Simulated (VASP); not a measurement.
# Al17N18 (a cell with a defect) in VASP: further runs, part 2 of 2

VASP 6.6.1. Earlier steps stand in the parts before.

## Step 3: Single point, PBEsol, collinear spin

INCAR

```
SYSTEM = Al17N18
PREC = Accurate ; ENCUT = 520
EDIFF = 1E-6 ; ISMEAR = 0
SIGMA = 0.02 ; LREAL = Auto
LASPH = .True. ; NELM = 150
ALGO = Normal ; ISIF = 2
LWAVE = .False. ; LCHARG = .False.
ISPIN = 2 ; MAGMOM = 0 0 0 0 0 0 0 0 0 0 0 0 0 0 0 0 0 0.5 0 0 0 0 0 0 0 0 0.5 0 0.5 0.5 0 0 0 0 0
LORBIT = 11 ; GGA = PS
NBANDS = 98 ; NELECT = 144.0
```

KPOINTS

```
Automatic mesh
0
Gamma
  2 2 2
  0.5 0.5 0.5
```

POSCAR

```
Al17N18
1.0
   -4.6706711410      2.6966132406      4.9836450382
    0.0000000000     -5.3932264812      4.9836450382
    4.6706711410      2.6966132406      4.9836450382
Al N
17 18
Direct
    0.7177897192      0.3937767677      0.3855895447
    0.0605366989      0.7185623530      0.7180640931
    0.0605317727      0.0510330425      0.3855892363
    0.3853191794      0.3937797821      0.7180622231
    0.7177925838      0.7185613594      0.0608050256
    0.7131982435      0.0464407627      0.7134709655
    0.0537835076      0.3870277735      0.0540541515
    0.3853160987      0.0510362852      0.0608052541
    0.7749962669      0.7775762308      0.4446061948
    0.1146532342      0.4478942018      0.4467814419
    0.4443344717      0.7775787108      0.7752642526
    0.4443339912      0.1082374980      0.4446019069
    0.7767406275      0.4444268762      0.7770091529
    0.1146532063      0.7797549385      0.1149272399
    0.1111832069      0.1099825640      0.7770104451
    0.4465116999      0.4478990021      0.1149252397
    0.7767390039      0.1099834762      0.1114511735
    0.5372973520      0.8705394154      0.5375653870
    0.8486525131      0.5153293566      0.5150040439
    0.1820869885      0.8479780290      0.8489259567
    0.1820858985      0.1818928369      0.5150050394
    0.5147356283      0.5153311076      0.8489228519
    0.8486514438      0.8479786769      0.1823590665
    0.8468516421      0.1800951271      0.8471203901
    0.1805731355      0.5138170472      0.1808454944
    0.5147337041      0.1818976907      0.1823558653
    0.5875692005      0.5573485852      0.2243757045
    0.9034168886      0.2366599181      0.2402754239
    0.2240983528      0.5573423993      0.5878431289
    0.2241033618      0.9208133434      0.2243750438
    0.5707016054      0.2442761564      0.5709742820
    0.9034180201      0.5732503999      0.9036885715
    0.9110341413      0.9039443235      0.5709758001
    0.2400065669      0.2366631524      0.9036876085
    0.5707025826      0.9039469571      0.9113084005
```

Potentials or basis: VASP PAW PBE potentials, release 64 (Al, N).

On the command line:

```bash
$ cat potpaw_PBE.64/Al/POTCAR potpaw_PBE.64/N/POTCAR > POTCAR
$ mpirun -np 1 vasp_std > vasp.out
```

OUTCAR:

```text
SYSTEM = Al17N18
   PREC = Accurate
   ENCUT = 520
   EDIFF = 1E-6
   ISMEAR = 0
   LREAL = Auto
   LASPH = .True.
   NELM = 150
   ISIF = 2
   ISPIN = 2
   LORBIT = 11
   GGA = PS
   NELECT = 144.0

 ion  position               nearest neighbor table
   1  0.718  0.394  0.386-  27 1.79  31 1.88  19 1.90  28 1.91  16 3.00   5 3.03   9 3.05  17 3.08
                            13 3.09  12 3.09   4 3.11   7 3.12  10 3.14   6 3.16   3 3.20
   2  0.061  0.719  0.718-  29 1.79  33 1.88  20 1.90  32 1.91  10 3.00   4 3.03  11 3.05  13 3.08
                            15 3.09   9 3.09   3 3.11   7 3.12  14 3.14   6 3.16   5 3.20
   3  0.061  0.051  0.386-  30 1.79  33 1.88  21 1.90  28 1.91  14 3.00   8 3.03  12 3.05  17 3.08
                            15 3.09   9 3.09   2 3.11   7 3.12  10 3.14   6 3.16   1 3.20
   4  0.385  0.394  0.718-  29 1.79  31 1.88  22 1.90  34 1.91  10 3.00   2 3.03  11 3.05  15 3.08
                            13 3.09  12 3.09   1 3.11   7 3.12  16 3.14   6 3.16   8 3.20
   5  0.718  0.719  0.061-  27 1.79  35 1.88  23 1.90  32 1.91  16 3.00   1 3.03   9 3.05  13 3.08
                            17 3.09  11 3.09   8 3.11   7 3.12  14 3.14   6 3.16   2 3.20
   6  0.713  0.046  0.713-  35 1.89  33 1.89  31 1.89  24 2.00  11 2.97   9 2.97  12 2.97   5 3.16
                             3 3.16   8 3.16   2 3.16   1 3.16   4 3.16  17 3.18  15 3.18  13 3.18
   7  0.054  0.387  0.054-  25 1.90  32 1.90  34 1.90  28 1.90  13 3.06  15 3.06  17 3.06   8 3.12
                             5 3.12   2 3.12   4 3.12   1 3.12   3 3.12  10 3.13  14 3.13  16 3.13
   8  0.385  0.051  0.061-  30 1.79  35 1.88  26 1.90  34 1.91  14 3.00   3 3.03  12 3.05  15 3.08
                            17 3.09  11 3.09   5 3.11   7 3.12  16 3.14   6 3.16   4 3.20
   9  0.775  0.778  0.445-  18 1.80  19 1.90  23 1.90  33 1.94   6 2.97   1 3.05   5 3.05  11 3.09
[... 21 lines left out ...]
  22  0.515  0.515  0.849-  13 1.89  11 1.90   4 1.90  16 1.91
  23  0.849  0.848  0.182-  17 1.89   9 1.90   5 1.90  14 1.91
  24  0.847  0.180  0.847-  17 1.91  15 1.91  13 1.91   6 2.00
  25  0.181  0.514  0.181-   7 1.90  10 1.91  14 1.91  16 1.91
  26  0.515  0.182  0.182-  17 1.89  12 1.90   8 1.90  16 1.91
  27  0.588  0.557  0.224-   1 1.79   5 1.79  16 1.80
  28  0.903  0.237  0.240-   7 1.90  17 1.90   3 1.91   1 1.91
  29  0.224  0.557  0.588-   4 1.79   2 1.79  10 1.80
  30  0.224  0.921  0.224-   3 1.79   8 1.79  14 1.80
  31  0.571  0.244  0.571-   1 1.88   4 1.88   6 1.89  12 1.94
[... 611 lines left out ...]
 [bands above 84 left out]

------------------------ aborting loop because EDIFF is reached ----------------------------------------

  FORCE on cell =-STRESS in cart. coord.  units (eV):
  Direction    XX          YY          ZZ          XY          YZ          ZX
  --------------------------------------------------------------------------------------
  -------------------------------------------------------------------------------------
  Total       34.2864925     34.2864925     31.9147286      0.0000000     -0.0000000      0.0000000
  in kB      145.8603787    145.8603787    135.7705051      0.0000000     -0.0000000      0.0000000
  external PRESSURE =     142.4970875 kB  Pullay stress =       0.0000000 kB

 VOLUME and BASIS-vectors are now :
 -----------------------------------------------------------------------------
  energy-cutoff  :      520.00
  volume of cell :      376.61
      direct lattice vectors                 reciprocal lattice vectors
    -4.670671141  2.696613241  4.983645038    -0.107050997  0.061805922  0.066885448
     0.000000000 -5.393226481  4.983645038     0.000000000 -0.123611843  0.066885448
     4.670671141  2.696613241  4.983645038     0.107050997  0.061805922  0.066885448

 POSITION                                       TOTAL-FORCE (eV/Angst)
 -----------------------------------------------------------------------------------
     -1.55160      0.85166      7.46129         0.003798      0.019803      0.008989
      3.07109     -1.77578      7.46133         0.015251     -0.013190      0.008989
      1.51824      0.92778      2.47764         0.019049     -0.006613      0.008989
      1.55413      0.85165      7.46132        -0.003798      0.019803      0.008989
     -3.06857     -1.77579      7.46131        -0.015251     -0.013190      0.008989
      0.00127      3.59671      7.34146         0.000000     -0.000000     -0.008225
[... 27 lines left out ...]
      3.09984      1.80772      6.87921        -0.002701      0.001560      0.003794
      1.59086     -0.87878     11.89077         0.009464      0.005464      0.006516
 -----------------------------------------------------------------------------------
    total drift:                               -0.072867      0.002383     -0.004893

  FREE ENERGIE OF THE ION-ELECTRON SYSTEM (eV)
  ---------------------------------------------------
  free  energy   TOTEN  =      -249.1135917227 eV

  energy  without entropy=     -249.1135917227  energy(sigma->0) =     -249.11359172

 total charge

# of ion       s       p       d       tot
------------------------------------------
    1        0.384   0.474   0.000   0.858
    2        0.384   0.474   0.000   0.858
    3        0.384   0.474   0.000   0.858
    4        0.384   0.474   0.000   0.858
    5        0.384   0.474   0.000   0.858
    6        0.369   0.439   0.000   0.808
[... 27 lines left out ...]
   34        1.221   2.636   0.000   3.857
   35        1.221   2.647   0.000   3.868
--------------------------------------------------
tot         28.444  55.367   0.000  83.810

 magnetization (x)

# of ion       s       p       d       tot
------------------------------------------
    1       -0.000  -0.000   0.000  -0.000
    2       -0.000  -0.000   0.000  -0.000
    3       -0.000  -0.000   0.000  -0.000
    4       -0.000  -0.000   0.000  -0.000
    5       -0.000  -0.000   0.000  -0.000
    6        0.000   0.000   0.000   0.000
[... 27 lines left out ...]
   34        0.000   0.000   0.000   0.000
   35        0.000   0.000   0.000   0.000
--------------------------------------------------
tot          0.000   0.000   0.000   0.000
```

stdout:

```text
POSCAR found type information on POSCAR AlN
 POSCAR found :  2 types and      35 ions
 scaLAPACK will be used
 -----------------------------------------------------------------------------
|                                                                             |
|                                                                             |
|     You enforced a specific xc type in the INCAR file but a different       |
|     I HOPE YOU KNOW WHAT YOU ARE DOING!                                     |
|                                                                             |
 -----------------------------------------------------------------------------

 LDA part: xc-table for (Slater+PW92), standard interpolation
 POSCAR, INCAR and KPOINTS ok, starting setup
 FFT: planning ... GRIDC
 FFT: planning ... GRID_SOFT
 FFT: planning ... GRID
 WAVECAR not read
 entering main loop
 the old and the new charge density differ
 old charge density:   141.00000 new  144.00000
    0.367E+01
```

Run time: 7.9 min. Hardware: 1 thread of Oxide Virtual Turin-like, shared host; peak memory 0.55 GiB.

Results:

| Item | Value |
| --- | --- |
| Free energy | -249.1136 eV |
| Largest force | 0.022 eV/Å |
| Net moment | 0.00 μB per cell |
| Valence electrons inside the program's atomic spheres | Al 0.86, 0.81, 0.82, 0.84 (each value once); N 3.87, 3.86, 3.83, 3.85 (each value once) |

Forces in eV/Å, atoms in the order of the input:
```
Al   0.004  0.020  0.009
Al   0.015 -0.013  0.009
Al   0.019 -0.007  0.009
Al  -0.004  0.020  0.009
Al  -0.015 -0.013  0.009
Al   0.000  0.000 -0.008
Al   0.000  0.000  0.003
Al  -0.019 -0.007  0.009
Al  -0.014  0.008  0.004
Al  -0.004 -0.002 -0.021
Al   0.014  0.008  0.004
Al   0.000 -0.016  0.004
Al   0.000  0.002 -0.003
Al   0.000  0.005 -0.021
Al   0.002 -0.001 -0.003
Al   0.004 -0.002 -0.021
Al  -0.002 -0.001 -0.003
N    0.000  0.000 -0.022
N   -0.006  0.001 -0.002
N    0.004  0.005 -0.002
N   -0.003 -0.006 -0.002
N    0.006  0.001 -0.002
N   -0.004  0.005 -0.002
N    0.000  0.000  0.008
N    0.000  0.000  0.003
N    0.003 -0.006 -0.002
N    0.007 -0.004  0.003
N    0.003  0.002  0.004
N   -0.007 -0.004  0.003
N    0.000  0.008  0.003
N    0.000 -0.011  0.007
N    0.000 -0.003  0.004
N   -0.009  0.005  0.007
N   -0.003  0.002  0.004
N    0.009  0.005  0.007
```

Caveat: the cell carries a net charge on a neutralising background, which shifts energy and pressure; the cell is charged against a uniform background, so pressure and absolute levels hang on convention; the PAW data sets were made with another functional, which shifts forces and pressure a little.
